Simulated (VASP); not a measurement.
ZnO: relaxation of cell and atoms with PBE

ZnO:

```
Zn O
1.0
     2.59330    0.00000    0.00000
    -1.29665    2.24587    0.00000
     0.00000    0.00000    4.22709
Zn O
2 2
Direct
  0.00000 0.00000 0.00000
  0.00000 0.00000 0.50000
  0.33333 0.66667 0.25000
  0.66667 0.33333 0.75000
```

| Property | Result |
| --- | --- |
| Program | VASP 6.6.1 |
| Task | relaxation of cell and atoms |
| Functional | PBE |
| Potentials or basis | VASP PAW PBE potentials, release 64 (Zn, O) |
| Cutoff | 600 eV |
| k mesh | 12 × 12 × 6 |
| Occupations | fermi-dirac, width 0.02 eV |
| Spin | no spin polarisation |
| Dipole correction | no |
| Further INCAR settings | ALGO = Normal; EDIFF = 1e-06; IBRION = 2; EDIFFG = -0.005; NSW = 80; ISIF = 3 |

- Relaxed volume: 10.18 Å³/atom
- Relaxed cell: a = 3.018 Å, b = 3.018 Å, c = 5.160 Å, α = 90.00°, β = 90.00°, γ = 120.00°
- Space group after relaxing (to 0.05 Å): P6_3/mmc (No. 194)
- Energy gained by relaxing: 2268.3 meV/atom
- Ionic steps: 10
- Pressure after relaxing: 0.0 GPa
- Band gap on the k mesh: 0.58 eV, direct

Step by step:
| step | energy change (eV) | largest force (eV/Å) | pressure (GPa) | volume (Å³) |
| --- | --- | --- | --- | --- |
| 1 | 0.0000 | 0.0000 | 278.33 | 24.62 |
| 2 | 1.9659 | 0.0000 | -56.18 | 85.58 |
| 3 | -8.8349 | 0.0000 | -16.25 | 45.07 |
| 4 | -9.0168 | 0.0000 | -8.47 | 42.75 |
| 5 | -9.0695 | 0.0000 | 0.33 | 40.70 |
| 6 | -9.0685 | 0.0000 | -1.37 | 41.08 |
| 7 | -9.0725 | 0.0000 | 0.46 | 40.63 |
| 8 | -9.0725 | 0.0000 | 0.55 | 40.61 |
| 9 | -9.0731 | 0.0000 | -0.01 | 40.72 |
| 10 | -9.0731 | 0.0000 | 0.05 | 40.71 |

Final structure:
```xyz
4
Lattice="3.0184 0.0000 0.0000 -1.5092 2.6140 0.0000 0.0000 0.0000 5.1597" Properties=species:S:1:pos:R:3 pbc="T T T"
Zn    0.0000    0.0000    0.0000
Zn    0.0000    0.0000    2.5799
O     0.0000    1.7427    1.2899
O     1.5092    0.8713    3.8698
```

Levels at points of the mesh, in eV from the valence-band top:
| k point | band 16 | band 17 | band 18 | band 19 | band 20 | band 21 |
| --- | --- | --- | --- | --- | --- | --- |
| (0.00, 0.00, 0.00) | -1.14 | 0.00 | 0.00 | 0.58 | 5.49 | 8.47 |
| (0.50, 0.00, 0.00) | -2.42 | -0.75 | -0.04 | 6.01 | 6.34 | 6.78 |
| (0.00, 0.00, 0.50) | -0.49 | -0.49 | -0.49 | 3.66 | 3.66 | 10.94 |
| (0.50, 0.00, 0.50) | -1.35 | -1.13 | -1.13 | 5.04 | 5.04 | 9.60 |

Wall time 3.6 min on 1 thread of Intel(R) Xeon(R) Platinum 8488C (Sapphire Rapids), on a shared host, peak memory 0.18 GiB.

Caveat: the volume moved by over 15 % at a fixed basis, so the end points are rough. Expect the measured gap to be larger: semilocal functionals such as PBE lack the derivative discontinuity.
